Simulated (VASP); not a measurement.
# FeS2 (Pa-3) in VASP: single point with PBE+U

Aim: the single point of FeS2 with PBE+U.

All numbers are computed with VASP 6.6.1; they aren't measurements. Logs are shortened: lines on timing, memory, paths and dates and some standing lists are left out, and cuts for length are marked.

### Step 1. The cell of the first run

Symmetry: Pa-3, No. 205, cubic system. Conventional cell: a = 5.507 Å, b = 5.507 Å, c = 5.507 Å, α = 90.00°, β = 90.00°, γ = 90.00°. Fe (site symmetry -3) has 6 S at 2.31 Å within 3.1 Å. S (site symmetry 3) has 1 S at 2.12 Å and 3 Fe at 2.31 Å within 2.8 Å.

### Step 2. Single point, PBE+U, collinear spin, ferrimagnetic start

INCAR reads:

```
ALGO = Normal ; EDIFF = 1E-6
ENCUT = 600 ; GGA = PE
GGA_COMPAT = F ; ISIF = 2
ISMEAR = 0 ; ISPIN = 2
LASPH = T ; LCHARG = T
LDAU = T ; LDAUJ = 0 0
LDAUL = 2 -1 ; LDAUPRINT = 1
LDAUTYPE = 2 ; LDAUU = 4 0
LELF = T ; LMAXMIX = 4
LORBIT = 11 ; LREAL = F
LVHAR = T ; LWAVE = F
MAGMOM = 4 4 4 -4 0 0 0 0 0 0 0 0 ; NBANDS = 56
NELM = 200 ; PREC = Accurate
SIGMA = 0.05
```

KPOINTS reads:

```
k-points
0
Gamma
  4 4 4
```

POSCAR reads:

```
FeS2
1.0
    5.5065395093      0.0000000000      0.0000000000
    0.0000000000      5.5065395093      0.0000000000
    0.0000000000      0.0000000000      5.5065395093
Fe S
4 8
Direct
    0.0000000000      0.0000000000      0.0000000000
    0.5000000000      0.0000000000      0.5000000000
    0.5000000000      0.5000000000      0.0000000000
    0.0000000000      0.5000000000      0.5000000000
    0.3890942243      0.3890942243      0.3890942243
    0.1109057757      0.6109057757      0.8890942243
    0.8890942243      0.1109057757      0.6109057757
    0.6109057757      0.8890942243      0.1109057757
    0.6109057757      0.6109057757      0.6109057757
    0.8890942243      0.3890942243      0.1109057757
    0.1109057757      0.8890942243      0.3890942243
    0.3890942243      0.1109057757      0.8890942243
```

Potentials or basis: VASP PAW PBE potentials, release 64 (Fe, S).

On the command line:

```
$ cat potpaw_PBE.64/Fe/POTCAR potpaw_PBE.64/S/POTCAR > POTCAR
$ mpirun -np 1 vasp_std > vasp.out
```

OUTCAR:

```text
EDIFF = 1E-6
   ENCUT = 600
   GGA = PE
   ISIF = 2
   ISMEAR = 0
   ISPIN = 2
   LASPH = T
   LORBIT = 11
   LREAL = F
   NELM = 200
   PREC = Accurate

 ion  position               nearest neighbor table
   1  0.000  0.000  0.000-   6 2.31   7 2.31   8 2.31  10 2.31  11 2.31  12 2.31
   2  0.500  0.000  0.500-   5 2.31   7 2.31   8 2.31   9 2.31  11 2.31  12 2.31
   3  0.500  0.500  0.000-   5 2.31   6 2.31   8 2.31   9 2.31  10 2.31  12 2.31
   4  0.000  0.500  0.500-   5 2.31   6 2.31   7 2.31   9 2.31  10 2.31  11 2.31
   5  0.389  0.389  0.389-   9 2.12   3 2.31   4 2.31   2 2.31
   6  0.111  0.611  0.889-  10 2.12   3 2.31   4 2.31   1 2.31
   7  0.889  0.111  0.611-  11 2.12   2 2.31   4 2.31   1 2.31
   8  0.611  0.889  0.111-  12 2.12   2 2.31   3 2.31   1 2.31
   9  0.611  0.611  0.611-   5 2.12   3 2.31   4 2.31   2 2.31
  10  0.889  0.389  0.111-   6 2.12   3 2.31   4 2.31   1 2.31
  11  0.111  0.889  0.389-   7 2.12   2 2.31   4 2.31   1 2.31
  12  0.389  0.111  0.889-   8 2.12   2 2.31   3 2.31   1 2.31

  LATTYP: Found a simple cubic cell.
 ALAT       =     5.5065395093

  Lattice vectors:

 A1 = (   5.5065395093,   0.0000000000,   0.0000000000)
 A2 = (   0.0000000000,   5.5065395093,   0.0000000000)
 A3 = (   0.0000000000,   0.0000000000,   5.5065395093)

Analysis of symmetry for initial positions (statically):
=====================================================================
 Subroutine PRICEL returns:
 Original cell was already a primitive cell.

 Routine SETGRP: Setting up the symmetry group for a
 simple cubic supercell.

 Subroutine GETGRP returns: Found 24 space group operations
 (whereof  6 operations were pure point group operations)
 out of a pool of 48 trial point group operations.

The static configuration has the point symmetry S_6 .
 The point group associated with its full space group is T_h .

Analysis of symmetry for dynamics (positions and initial velocities):
=====================================================================
 Subroutine PRICEL returns:
 Original cell was already a primitive cell.

 Routine SETGRP: Setting up the symmetry group for a
 simple cubic supercell.

 Subroutine GETGRP returns: Found 24 space group operations
 (whereof  6 operations were pure point group operations)
 out of a pool of 48 trial point group operations.

The dynamic configuration has the point symmetry S_6 .
 The point group associated with its full space group is T_h .

Analysis of structural, dynamic, and magnetic symmetry:
=====================================================================
 Subroutine PRICEL returns:
 Original cell was already a primitive cell.

 Routine SETGRP: Setting up the symmetry group for a
 simple cubic supercell.

 Subroutine GETGRP returns: Found  6 space group operations
 (whereof  2 operations were pure point group operations)
 out of a pool of 48 trial point group operations.

The overall configuration has the point symmetry S_2 .
 The point group associated with its full space group is S_6 .

 Subroutine INISYM returns: Found  6 space group operations
 (whereof  2 operations are pure point group operations),
 and found     1 'primitive' translations

----------------------------------------------------------------------------------------

                                     Primitive cell

  volume of cell :     166.9692

  direct lattice vectors                    reciprocal lattice vectors
     5.506539509  0.000000000  0.000000000     0.181602256  0.000000000  0.000000000
     0.000000000  5.506539509  0.000000000     0.000000000  0.181602256  0.000000000
     0.000000000  0.000000000  5.506539509     0.000000000  0.000000000  0.181602256

  length of vectors
     5.506539509  5.506539509  5.506539509     0.181602256  0.181602256  0.181602256

  position of ions in fractional coordinates (direct lattice)
     0.000000000  0.000000000  0.000000000
     0.500000000  0.000000000  0.500000000
     0.500000000  0.500000000  0.000000000
     0.000000000  0.500000000  0.500000000
     0.389094224  0.389094224  0.389094224
     0.110905776  0.610905776  0.889094224
     0.889094224  0.110905776  0.610905776
     0.610905776  0.889094224  0.110905776
     0.610905776  0.610905776  0.610905776
[... 86 lines left out ...]
   ISYM   =      2    0-nonsym 1-usesym 2-fastsym
   POTIM  = 0.5000    time-step for ionic-motion
   TEBEG  =    0.0;   TEEND  =   0.0 temperature during run
   PSTRESS=    0.0 pullay stress
   NELECT =      80.0000    total number of electrons
   NUPDOWN=      -1.0000    fix difference up-down
   EMIN   =  10.00;   EMAX   =-10.00  energy-range for DOS
   EFERMI =   0.00;   METHOD = LEGACY
   ISMEAR =     0;   SIGMA  =   0.05  broadening in eV -4-tet -1-fermi 0-gaus
   EFERMI_NEDOS =   21; number of points for ismear=-14 and -15
   IALGO  =     38    algorithm
   IMIX   =      4    mixing-type and parameters
     AMIX     =   0.40;   BMIX     =  1.00
     AMIX_MAG =   1.60;   BMIX_MAG =  1.00
  volume/ion in A,a.u.               =      13.91        93.90
  Fermi-wavevector in a.u.,A,eV,Ry     =   1.281030  2.420796 22.327686  1.641039
  Thomas-Fermi vector in A             =   2.413424
   LORBIT       =     11    0 simple, 1 ext, 2 COOP (PROOUT), +10 PAW based schemes
 LDA+U is selected, type is set to LDAUTYPE =  2
   angular momentum for each species LDAUL =     2   -1
   U (eV)           for each species LDAUU =   4.0  0.0
   J (eV)           for each species LDAUJ =   0.0  0.0
   GGA     = PE    functional components
   LHFCALC =     F    Hartree Fock is set to
   AEXX    =    0.0000 exact exchange contribution
   IVDW    =     0    specifies the selected vdW correction
   LEPSILON=     F    determine dielectric tensor
   LRPA    =     F    only Hartree local field effects (RPA)
 spin polarized calculation
 Gauss-broadening in eV      SIGMA  =   0.05
  energy-cutoff  :      600.00
  volume of cell :      166.97
 maximum number of plane-waves:      5616
 NGX is ok and might be reduce to    48
   NGX = 21   NGY = 21   NGZ = 21

atom =   1  type =  1  l = 2

 onsite density matrix

spin component  1
[... 116 lines left out ...]
  o =  0.0717  v =  0.5774  0.5774 -0.0000 -0.5774  0.0000  0.0000  0.0000  0.0000  0.0000  0.0000      0.0000  0.0000  0.0000  0.0000  0.0000  0.0000  0.0000  0.0000  0.0000  0.0000
  o =  0.2262  v = -0.2885 -0.2915 -0.5430 -0.5800  0.4479  0.0000  0.0000  0.0000  0.0000  0.0000      0.0000  0.0000  0.0000  0.0000  0.0000  0.0000  0.0000  0.0000  0.0000  0.0000
  o =  0.2262  v = -0.5031  0.5014  0.4479 -0.0017  0.5430  0.0000  0.0000  0.0000  0.0000  0.0000      0.0000  0.0000  0.0000  0.0000  0.0000  0.0000  0.0000  0.0000  0.0000  0.0000
  o =  0.7274  v =  0.5065 -0.4885  0.4364  0.0179  0.5604  0.0000  0.0000  0.0000  0.0000  0.0000      0.0000  0.0000  0.0000  0.0000  0.0000  0.0000  0.0000  0.0000  0.0000  0.0000
  o =  0.7274  v = -0.2717 -0.3027  0.5604 -0.5745 -0.4364  0.0000  0.0000  0.0000  0.0000  0.0000      0.0000  0.0000  0.0000  0.0000  0.0000  0.0000  0.0000  0.0000  0.0000  0.0000
  o =  0.8447  v =  0.0000  0.0000  0.0000  0.0000  0.0000 -0.2187 -0.1689 -0.7384 -0.3876  0.4777      0.0000  0.0000  0.0000  0.0000  0.0000  0.0000  0.0000  0.0000  0.0000  0.0000
  o =  0.8447  v =  0.0000  0.0000  0.0000  0.0000  0.0000  0.3213 -0.3501 -0.4777 -0.0288 -0.7384      0.0000  0.0000  0.0000  0.0000  0.0000  0.0000  0.0000  0.0000  0.0000  0.0000
  o =  0.9145  v =  0.0000  0.0000  0.0000  0.0000  0.0000  0.1023 -0.6666  0.4695 -0.5644  0.0788      0.0000  0.0000  0.0000  0.0000  0.0000  0.0000  0.0000  0.0000  0.0000  0.0000
  o =  0.9145  v =  0.0000  0.0000  0.0000  0.0000  0.0000 -0.7107  0.2668  0.0788 -0.4439 -0.4695      0.0000  0.0000  0.0000  0.0000  0.0000  0.0000  0.0000  0.0000  0.0000  0.0000
  o =  0.9393  v =  0.0000  0.0000  0.0000  0.0000  0.0000  0.5774  0.5774  0.0000 -0.5774  0.0000      0.0000  0.0000  0.0000  0.0000  0.0000  0.0000  0.0000  0.0000  0.0000  0.0000

 number of electron      79.9999978 magnetization       6.0300400

 Free energy of the ion-electron system (eV)
  ---------------------------------------------------
  ext. energy  EPLUGINS =         0.00000000
  ---------------------------------------------------
  free energy    TOTEN  =       -56.98972238 eV

  energy without entropy =      -56.98232972  energy(sigma->0) =      -56.98602605

 E-fermi :   7.9410     XC(G=0): -11.5768

 val. band max:        7.9250387429   @ k =   0.5000   0.0000   0.0000
 cond. band min:       7.9483255836   @ k =   0.2500   0.5000   0.2500
 fundamental gap:      0.0232868407
 Fermi energy:         7.9409532544

 spin component 1

 k-point     1 :       0.0000    0.0000    0.0000
  band No.  band energies     occupation
      1      -9.2467      1.00000
      2      -7.5119      1.00000
      3      -7.4254      1.00000
      4      -7.4254      1.00000
      5      -4.6351      1.00000
      6      -4.5717      1.00000
[... 759 lines left out ...]
     51      11.1463      0.00000
     52      11.1472      0.00000
 Fermi energy:         7.9409532544

 spin component 2

 k-point     1 :       0.0000    0.0000    0.0000
  band No.  band energies     occupation
      1      -9.2207      1.00000
      2      -7.4090      1.00000
      3      -7.3663      1.00000
      4      -7.3663      1.00000
      5      -4.6525      1.00000
      6      -4.5543      1.00000
[... 759 lines left out ...]
     51      11.3266      0.00000
     52      11.9104      0.00000
 [bands above 52 left out]

------------------------ aborting loop because EDIFF is reached ----------------------------------------

  FORCE on cell =-STRESS in cart. coord.  units (eV):
  Direction    XX          YY          ZZ          XY          YZ          ZX
  --------------------------------------------------------------------------------------
  -------------------------------------------------------------------------------------
  Total       17.6600839     17.6600839     17.6600839      0.1190099      0.1190099     -0.1190099
  in kB      169.4599467    169.4599467    169.4599467      1.1419766      1.1419766     -1.1419766
  external PRESSURE =     169.4599467 kB  Pullay stress =       0.0000000 kB

 VOLUME and BASIS-vectors are now :
 -----------------------------------------------------------------------------
  energy-cutoff  :      600.00
  volume of cell :      166.97
      direct lattice vectors                 reciprocal lattice vectors
     5.506539509  0.000000000  0.000000000     0.181602256  0.000000000  0.000000000
     0.000000000  5.506539509  0.000000000     0.000000000  0.181602256  0.000000000
     0.000000000  0.000000000  5.506539509     0.000000000  0.000000000  0.181602256

 POSITION                                       TOTAL-FORCE (eV/Angst)
 -----------------------------------------------------------------------------------
      0.00000      0.00000      0.00000        -0.000000      0.000000      0.000000
      2.75327      0.00000      2.75327        -0.000000      0.000000      0.000000
      2.75327      2.75327      0.00000        -0.000000      0.000000      0.000000
      0.00000      2.75327      2.75327        -0.000000      0.000000      0.000000
      2.14256      2.14256      2.14256         0.028261      0.329183      0.327416
      0.61071      3.36398      4.89583        -0.329183     -0.327416      0.028261
      4.89583      0.61071      3.36398         0.327416     -0.028261     -0.329183
      3.36398      4.89583      0.61071        -0.439872      0.439872     -0.439872
      3.36398      3.36398      3.36398        -0.028261     -0.329183     -0.327416
      4.89583      2.14256      0.61071         0.329183      0.327416     -0.028261
      0.61071      4.89583      2.14256        -0.327416      0.028261      0.329183
      2.14256      0.61071      4.89583         0.439872     -0.439872      0.439872
 -----------------------------------------------------------------------------------
    total drift:                                0.000000      0.000000      0.000000

  FREE ENERGIE OF THE ION-ELECTRON SYSTEM (eV)
  ---------------------------------------------------
  free  energy   TOTEN  =       -56.9897223787 eV

  energy  without entropy=      -56.9823297226  energy(sigma->0) =      -56.98602605

 total charge

# of ion       s       p       d       tot
------------------------------------------
    1        0.402   0.558   6.369   7.329
    2        0.402   0.558   6.369   7.329
    3        0.402   0.558   6.369   7.329
    4        0.401   0.555   6.404   7.361
    5        1.355   2.346   0.000   3.702
    6        1.355   2.346   0.000   3.702
    7        1.355   2.346   0.000   3.702
    8        1.358   2.351   0.000   3.709
    9        1.355   2.346   0.000   3.702
   10        1.355   2.346   0.000   3.702
   11        1.355   2.346   0.000   3.702
   12        1.358   2.351   0.000   3.709
--------------------------------------------------
tot         12.455  21.009  25.512  58.976

 magnetization (x)

# of ion       s       p       d       tot
------------------------------------------
    1        0.020   0.019   2.813   2.852
    2        0.020   0.019   2.813   2.852
    3        0.020   0.019   2.813   2.852
    4       -0.016  -0.004  -2.477  -2.497
    5        0.007  -0.001   0.000   0.006
    6        0.007  -0.001   0.000   0.006
    7        0.007  -0.001   0.000   0.006
    8        0.011  -0.059   0.000  -0.047
    9        0.007  -0.001   0.000   0.006
   10        0.007  -0.001   0.000   0.006
   11        0.007  -0.001   0.000   0.006
   12        0.011  -0.059   0.000  -0.047
--------------------------------------------------
tot          0.107  -0.072   5.962   5.997
```

Wall time 23 min (1 thread of Intel Xeon 8259CL, shared host); peak memory 0.55 GiB.

What came out:

| Quantity | Value |
| --- | --- |
| Free energy | -56.9897 eV |
| Pressure | 16.9 GPa |
| Largest force | 0.762 eV/Å |
| Band gap on the k mesh | zero (filled and empty bands overlap) |
| Net moment | 6.03 μB per cell |
| Site moments | Fe +2.85, -2.50 (each value once); S +0.01, -0.05 (each value once) μB |
| Valence electrons inside the program's atomic spheres | Fe 7.33, 7.36 (each value once); S 3.70, 3.71 (each value once) |

Forces on the atoms (eV/Å):
```
Fe   0.000  0.000  0.000
Fe   0.000  0.000  0.000
Fe   0.000  0.000  0.000
Fe   0.000  0.000  0.000
S    0.028  0.329  0.327
S   -0.329 -0.327  0.028
S    0.327 -0.028 -0.329
S   -0.440  0.440 -0.440
S   -0.028 -0.329 -0.327
S    0.329  0.327 -0.028
S   -0.327  0.028  0.329
S    0.440 -0.440  0.440
```

Stress tensor (GPa, compression positive):
```
16.95  0.11 -0.11
 0.11 16.95  0.11
-0.11  0.11 16.95
```

Levels at points of the mesh, in eV from the Fermi level:
Spin up:
```
           k point  band 40  band 41  band 42  band 43  band 44  band 45  band 46  band 47
(0.00, 0.00, 0.00)    -1.30    -0.26    -0.12    -0.12     0.54     1.55     1.55     2.81
(0.50, 0.00, 0.00)    -0.92    -0.82    -0.50     0.06     0.34     1.21     1.96     2.02
(0.50, 0.50, 0.00)    -0.74    -0.70    -0.41    -0.22    -0.20    -0.15     1.55     2.14
(0.50, 0.50, 0.50)    -1.52    -1.52    -0.96    -0.96     0.05     0.05     1.59     2.30
```
Spin down:
| k point | band 34 | band 35 | band 36 | band 37 | band 38 | band 39 | band 40 | band 41 |
| --- | --- | --- | --- | --- | --- | --- | --- | --- |
| (0.00, 0.00, 0.00) | -0.97 | -0.89 | -0.89 | -0.30 | 0.57 | 1.09 | 1.09 | 1.97 |
| (0.50, 0.00, 0.00) | -1.13 | -0.86 | -0.33 | -0.15 | -0.02 | 1.09 | 1.57 | 1.97 |
| (0.50, 0.50, 0.00) | -1.25 | -0.73 | -0.30 | -0.21 | 0.03 | 0.39 | 1.46 | 1.49 |
| (0.50, 0.50, 0.50) | -1.72 | -0.97 | -0.97 | -0.52 | 0.22 | 0.22 | 1.37 | 1.37 |

Eigenvalues of the final occupation matrices:
```
    site  spin  trace               eigenvalues
site 1 d     1   4.61  0.88 0.92 0.93 0.93 0.95
site 1 d     2   1.79  0.04 0.18 0.22 0.52 0.84
site 2 d     1   4.61  0.88 0.92 0.93 0.93 0.95
site 2 d     2   1.79  0.04 0.18 0.22 0.52 0.84
site 3 d     1   4.61  0.88 0.92 0.93 0.93 0.95
site 3 d     2   1.79  0.04 0.18 0.22 0.52 0.84
site 4 d     1   1.98  0.07 0.23 0.23 0.73 0.73
site 4 d     2   4.46  0.84 0.84 0.91 0.91 0.94
```

Caveat: the cell stands under pressure.
